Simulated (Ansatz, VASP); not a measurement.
# LiSi16 in VASP and in Ansatz

```
Si Li
1.0
     0.00000    5.43000    5.43000
     5.43000    0.00000    5.43000
     5.43000    5.43000    0.00000
Si Li
16 1
Cartesian
  -0.0562 -0.0263 0.0268
  1.2813 1.3584 1.4326
  2.6679 2.6965 0.0459
  4.0467 4.0348 1.3959
  2.6873 -0.0263 2.7703
  4.0648 1.3510 4.0794
  5.4110 2.6975 2.7330
  6.7479 4.0349 4.0973
  -0.0614 2.6539 2.7762
  1.2810 3.9975 4.0720
  2.6677 5.3844 2.7342
  4.0395 6.7559 4.1046
  2.6874 2.6601 5.4567
  4.0722 3.9968 6.8637
  5.4094 5.3840 5.4766
  6.7479 6.7632 6.8257
  2.6367 5.3521 5.5080
```

Alike in both runs: functional PBE; k mesh 2 × 2 × 2; occupations fermi-dirac, width 0.05 eV; collinear spin.

Ansatz relaxed the structure, and its values are those at the end. VASP's run is a single point on that final structure, the one shown.

```csv
,VASP,Ansatz
version,VASP 6.6.1,Ansatz 0.2.0
potentials or method,"VASP PAW PBE potentials, release 64 (Si, Li_sv), cutoff 520 eV","scalar-relativistic, plane waves, PAW"
valence electrons in the cell,67,67
```

|  | VASP | Ansatz | Ansatz less VASP |
| --- | --- | --- | --- |
| rms of the force components (eV/Å) | 0.019 | 0.018 | -0.0005 |
| net moment per atom (μB) | 0.00 | 0.00 | 0.000 |

Ansatz's warnings: seeded moment not kept.

The k mesh is coarse, so the values compare programs but aren't converged. Noted on VASP's run: the cutoff is under 1.25 times that of the potentials, so the pressure is a little rough.
